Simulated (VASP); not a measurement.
Runs of VASP 6.6.1 on ZnS (Wurtzite-2H). The structure is that of space group P6_3mc (No. 186), or close to it. The cells are those of the table. 

```csv
level,potentials or basis,cell,k mesh,smearing,grid for exact exchange (PRECFOCK),share of exact exchange,screening parameter,gap on the mesh (eV),pressure (GPa),largest force (eV/Å)
LDA,"VASP PAW LDA potentials, release 64 (Zn, S)","a = 3.811, b = 3.811, c = 6.234 Å, angles 90.0, 90.0, 120.0°, 4 atoms",8 × 8 × 5,fermi-dirac 0.05 eV,-,-,-,2.02,(b),0.30
PBEsol,"VASP PAW PBE potentials, release 64 (Zn, S)","a = 3.811, b = 3.811, c = 6.234 Å, angles 90.0, 90.0, 120.0°, 4 atoms",13 × 13 × 7,fermi-dirac 0.05 eV,-,-,-,2.12,-1.1,0.31
PBEsol,"VASP PAW PBE potentials, release 64 (Zn, S)","a = 3.759, b = 3.759, c = 6.150 Å, angles 90.0, 90.0, 120.0°, 4 atoms",8 × 8 × 5,fermi-dirac 0.05 eV,-,-,-,2.31,2.2,0.36
PBEsol,"VASP PAW PBE potentials, release 64 (Zn, S)","a = 3.811, b = 3.811, c = 6.359 Å, angles 90.0, 90.0, 120.0°, 4 atoms",7 × 7 × 4,fermi-dirac 0.05 eV,-,-,-,(c),(d),0.35
PBE-based screened hybrid,"VASP PAW PBE potentials, release 64 (Zn, S)","a = 3.811, b = 3.811, c = 6.234 Å, angles 90.0, 90.0, 120.0°, 4 atoms",4 × 4 × 3,fermi-dirac 0.05 eV,Normal,0.05,0.2 1/Å,(a),2.5,0.34
PBE,"VASP PAW PBE potentials, release 64 (Zn, S)","a = 3.811, b = 3.811, c = 6.234 Å, angles 90.0, 90.0, 120.0°, 4 atoms",7 × 7 × 4,methfessel-paxton 0.05 eV,-,-,-,2.25,2.5,0.32
PBE,"VASP PAW PBE potentials, release 64 (Zn, S)","a = 3.811, b = 3.811, c = 6.234 Å, angles 90.0, 90.0, 120.0°, 4 atoms",7 × 7 × 4,methfessel-paxton 0.005 eV,-,-,-,2.25,2.5,0.32
PBEsol,"VASP PAW PBE potentials, release 64 (Zn, S)","a = 3.811, b = 3.811, c = 6.234 Å, angles 90.0, 90.0, 120.0°, 4 atoms",5 × 5 × 3,fermi-dirac 0.05 eV,-,-,-,2.11,-1.0,0.31
```

Alike in all rows: task single point; no spin polarisation; cutoff (eV) 520.

Problem. Estimate the missing entries.

Solution. (a) 2.49; (b) -3.7; (c) 2.01; (d) -2.3.

Caveats: some runs use coarse meshes; the PAW data sets were made with another functional, which shifts forces and pressure a little (some runs).

A k mesh can miss the band edges.
